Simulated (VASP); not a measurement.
# TaC (Fm-3m) in VASP: elastic constants with PBE

Aim: the elastic constants of TaC with PBE.

Everything below comes from runs of VASP 6.6.1. Logs are shortened: lines on timing, memory, paths and dates and some standing lists are left out, and cuts for length are marked.

### Step 1. The cell of the first run

Symmetry: Fm-3m, No. 225, cubic system. Conventional cell: a = 4.446 Å, b = 4.446 Å, c = 4.446 Å, α = 90.00°, β = 90.00°, γ = 90.00°. Ta (site symmetry m-3m) has 6 C at 2.22 Å within 2.9 Å. Within 2.9 Å of C (site symmetry m-3m) lie 6 Ta at 2.22 Å.

### Step 2. Elastic constants, PBE

INCAR reads:

```
ALGO = Normal
EDIFF = 1E-8
ENCUT = 600
GGA = PE
GGA_COMPAT = F
IBRION = 6
ISIF = 3
ISMEAR = 1
LASPH = T
LCHARG = F
LREAL = F
LWAVE = F
NELM = 120
NFREE = 2
NSW = 1
POTIM = 0.015
PREC = Accurate
SIGMA = 0.1
```

KPOINTS reads:

```
k-points
0
Gamma
  17 17 17
```

POSCAR reads:

```
TaC
1.0
    3.1437970000      0.0000000000      0.0000000000
    1.5718985000      2.7226080663      0.0000000000
    1.5718985000      0.9075360221      2.5668995016
Ta C
1 1
Direct
    0.0000000000      0.0000000000      0.0000000000
    0.5000000000      0.5000000000      0.5000000000
```

Potentials or basis: VASP PAW PBE potentials, release 64 (Ta_pv, C).

Command:

```
$ cat potpaw_PBE.64/Ta_pv/POTCAR potpaw_PBE.64/C/POTCAR > POTCAR
$ mpirun -np 1 vasp_std > vasp.out
```

OUTCAR:

```text
EDIFF = 1E-8
   ENCUT = 600
   GGA = PE
   IBRION = 6
   ISIF = 3
   ISMEAR = 1
   LASPH = T
   LREAL = F
   NELM = 120
   NFREE = 2
   NSW = 1
   POTIM = 0.015
   PREC = Accurate

 ion  position               nearest neighbor table
   1  0.000  0.000  0.000-   2 2.22   2 2.22   2 2.22   2 2.22   2 2.22   2 2.22
   2  0.500  0.500  0.500-   1 2.22   1 2.22   1 2.22   1 2.22   1 2.22   1 2.22

  LATTYP: Found a face centered cubic cell.
 ALAT       =     4.4460003547

  Lattice vectors:

 A1 = (   3.1437970000,   0.0000000000,   0.0000000000)
 A2 = (   1.5718985000,   2.7226080663,   0.0000000000)
 A3 = (   1.5718985000,   0.9075360221,   2.5668995016)

Analysis of symmetry for initial positions (statically):
=====================================================================
 Subroutine PRICEL returns:
 Original cell was already a primitive cell.

 Routine SETGRP: Setting up the symmetry group for a
 face centered cubic supercell.

 Subroutine GETGRP returns: Found 48 space group operations
 (whereof 48 operations were pure point group operations)
 out of a pool of 48 trial point group operations.

The static configuration has the point symmetry O_h .

Analysis of symmetry for dynamics (positions and initial velocities):
=====================================================================
 Subroutine PRICEL returns:
 Original cell was already a primitive cell.

 Routine SETGRP: Setting up the symmetry group for a
 face centered cubic supercell.

 Subroutine GETGRP returns: Found 48 space group operations
 (whereof 48 operations were pure point group operations)
 out of a pool of 48 trial point group operations.

The dynamic configuration has the point symmetry O_h .

 Subroutine INISYM returns: Found 48 space group operations
 (whereof 48 operations are pure point group operations),
 and found     1 'primitive' translations

[... 668 lines left out ...]
      2     -26.6243      2.00000
      3     -26.5965      2.00000
      4      -5.7988      2.00000
      5       5.1043      2.00000
      6       5.5391      2.00000
      7       5.6818      2.00000
      8       7.5472      2.00000
      9       8.4437      1.99970
     10       9.0959     -0.00000
     11      10.9601      0.00000

 [... further k-points ...]

------------------------ aborting loop because EDIFF is reached ----------------------------------------

  FORCE on cell =-STRESS in cart. coord.  units (eV):
  Direction    XX          YY          ZZ          XY          YZ          ZX
  --------------------------------------------------------------------------------------
  -------------------------------------------------------------------------------------
  Total        1.0174166      1.0160416      1.0186701      0.0000000     -0.0037172      0.0000000
  in kB       74.1926546     74.0923865     74.2840616      0.0000000     -0.2710696      0.0000000
  external PRESSURE =      74.1897009 kB  Pullay stress =       0.0000000 kB
[... 17 lines left out ...]
  FREE ENERGIE OF THE ION-ELECTRON SYSTEM (eV)
  ---------------------------------------------------
  free  energy   TOTEN  =       -22.1874934312 eV

  energy  without entropy=      -22.1864809075  energy(sigma->0) =      -22.18715592

 INTERNAL STRAIN TENSORS FROM STRAINED CELLS
 ============================================

 INTERNAL STRAIN TENSOR FOR ION    1 for displacements in x,y,z  (eV/Angst):
          X           Y           Z          XY          YZ          ZX
  --------------------------------------------------------------------------------
  x     0.00000    -0.00000    -0.00000    -0.00000    -0.00000     0.00000
  y     0.00000     0.00000     0.00000     0.00000     0.00000     0.00000
  z     0.00000     0.00000     0.00000     0.00000     0.00000     0.00000

 INTERNAL STRAIN TENSORS FROM DISPLACED ATOMS
 ============================================

 INTERNAL STRAIN TENSOR FOR ION    1 for displacements in x,y,z  (eV/Angst):
          X           Y           Z          XY          YZ          ZX
  --------------------------------------------------------------------------------
  x     0.00000     0.00000     0.00000     0.00000     0.00000     0.00000
  y     0.00000     0.00000     0.00000     0.00000     0.00000     0.00000
  z     0.00000     0.00000     0.00000     0.00000     0.00000     0.00000

 INTERNAL STRAIN TENSOR FOR ION    2 for displacements in x,y,z  (eV/Angst):
          X           Y           Z          XY          YZ          ZX
  --------------------------------------------------------------------------------
  x     0.00000     0.00000     0.00000     0.00000     0.00000     0.00000
  y     0.00000     0.00000     0.00000     0.00000     0.00000     0.00000
  z     0.00000     0.00000     0.00000     0.00000     0.00000     0.00000

 Eigenvectors and eigenvalues of the dynamical matrix
 ----------------------------------------------------

   1 f  =   16.753018 THz   105.262320 2PiTHz  558.820545 cm-1    69.284886 meV
             X         Y         Z           dx          dy          dz
      0.000000  0.000000  0.000000     0.249498   -0.000002   -0.000000
      3.143797  1.815072  1.283450    -0.968375    0.000009   -0.000000
[... 21 lines left out ...]
   6 f/i=    0.000108 THz     0.000679 2PiTHz    0.003603 cm-1     0.000447 meV
             X         Y         Z           dx          dy          dz
      0.000000  0.000000  0.000000     0.899201    0.357216    0.039819
      3.143797  1.815072  1.283450     0.231676    0.092035    0.010259

--------------------------------------------------------------------------------------------------------

 ELASTIC MODULI CONTR FROM IONIC RELAXATION (kBar)
 Direction    XX          YY          ZZ          XY          YZ          ZX
 --------------------------------------------------------------------------------
 XX           0.0000      0.0000      0.0000      0.0000      0.0000      0.0000
 YY           0.0000      0.0000      0.0000      0.0000      0.0000      0.0000
 ZZ           0.0000      0.0000      0.0000      0.0000      0.0000      0.0000
 XY           0.0000      0.0000      0.0000      0.0000      0.0000      0.0000
 YZ           0.0000      0.0000      0.0000      0.0000      0.0000      0.0000
 ZX           0.0000      0.0000      0.0000      0.0000      0.0000      0.0000
 --------------------------------------------------------------------------------

 TOTAL ELASTIC MODULI (kBar)
 Direction    XX          YY          ZZ          XY          YZ          ZX
 --------------------------------------------------------------------------------
 XX        6048.7596   2011.2407   2379.3142     -0.0000   -520.5346      0.0000
 YY        2011.2407   6048.7596   2379.3142     -0.0000    520.5346     -0.0000
 ZZ        2379.3142   2379.3142   5680.6861     -0.0000      0.0000      0.0000
 XY          -0.0000     -0.0000     -0.0000   2018.7595      0.0000   -520.5346
 YZ        -520.5346    520.5346      0.0000     -0.0000   2386.8330     -0.0000
 ZX           0.0000     -0.0000     -0.0000   -520.5346     -0.0000   2386.8330
 --------------------------------------------------------------------------------
```

OSZICAR:

```text
N       E                     dE             d eps       ncg     rms          rms(c)
DAV:   1     0.871040034290E+02    0.87104E+02   -0.89002E+03  3630   0.148E+03
DAV:   2    -0.220053324952E+02   -0.10911E+03   -0.10453E+03  4159   0.342E+02
DAV:   3    -0.256168820543E+02   -0.36115E+01   -0.35384E+01  4690   0.547E+01
[... 201 lines left out ...]
DAV:   4    -0.221874945188E+02   -0.15384E-04   -0.24940E-04 18474   0.128E-01    0.212E-02
DAV:   5    -0.221874933400E+02    0.11789E-05   -0.47971E-06 19231   0.239E-02    0.115E-02
DAV:   6    -0.221874934344E+02   -0.94421E-07   -0.13212E-06 18185   0.138E-02    0.198E-03
DAV:   7    -0.221874934368E+02   -0.24700E-08   -0.20007E-07 18538   0.414E-03    0.799E-04
DAV:   8    -0.221874934312E+02    0.56907E-08   -0.17576E-08 15181   0.130E-03
  17 F= -.22187493E+02 E0= -.22187156E+02  d E =-.101252E-02
```

stdout:

```text
POSCAR found type information on POSCAR TaC
 POSCAR found :  2 types and       2 ions
 scaLAPACK will be used
 LDA part: xc-table for (Slater+PW92), standard interpolation
 POSCAR, INCAR and KPOINTS ok, starting setup
 FFT: planning ... GRIDC
 FFT: planning ... GRID_SOFT
 FFT: planning ... GRID
 WAVECAR not read
 entering main loop
 Found     2 degrees of freedom:
 Adding 6 more for cell shape distortion
 Finite differences POTIM= 0.01500 DOF=   8
 bond charge predicted
 Finite differences progress:
 bond charge predicted
 Finite differences progress:
 bond charge predicted
 Finite differences progress:
 bond charge predicted
 Finite differences progress:
 bond charge predicted
 Finite differences progress:
 bond charge predicted
 Finite differences progress:
 bond charge predicted
 Finite differences progress:
 bond charge predicted
 Finite differences progress:
 bond charge predicted
 Finite differences progress:
 bond charge predicted
 Finite differences progress:
 bond charge predicted
 Finite differences progress:
 bond charge predicted
 Finite differences progress:
 bond charge predicted
 Finite differences progress:
 bond charge predicted
 Finite differences progress:
 bond charge predicted
 Finite differences progress:
 bond charge predicted
 Finite differences progress:
```

It took 38 min on 1 thread of Intel Xeon 6975P-C (Granite Rapids), shared host; peak memory 1.4 GiB.

What came out:

```
Voigt bulk modulus            : 348 GPa
Highest phonon frequency at Γ : 559 cm⁻¹
```

Phonon frequencies in cm⁻¹ (negative: imaginary):
| q point | frequencies |
| --- | --- |
| (0.000, 0.000, 0.000) | 0 0 0 559 559 559 |

Elastic tensor in Voigt notation (GPa, in the Cartesian axes of the cell as first typed):
```
605 201 238 -52   0   0
201 605 238  52   0   0
238 238 568   0   0   0
-52  52   0 239   0   0
  0   0   0   0 239 -52
  0   0   0   0 -52 202
```

Clamped-ion elastic tensor (GPa):
```
605 201 238 -52   0   0
201 605 238  52   0   0
238 238 568   0   0   0
-52  52   0 239   0   0
  0   0   0   0 239 -52
  0   0   0   0 -52 202
```

Caveat: the cell is under stress, which shifts elastic constants; spin-orbit coupling is left out, which moves the levels of the heavy elements.
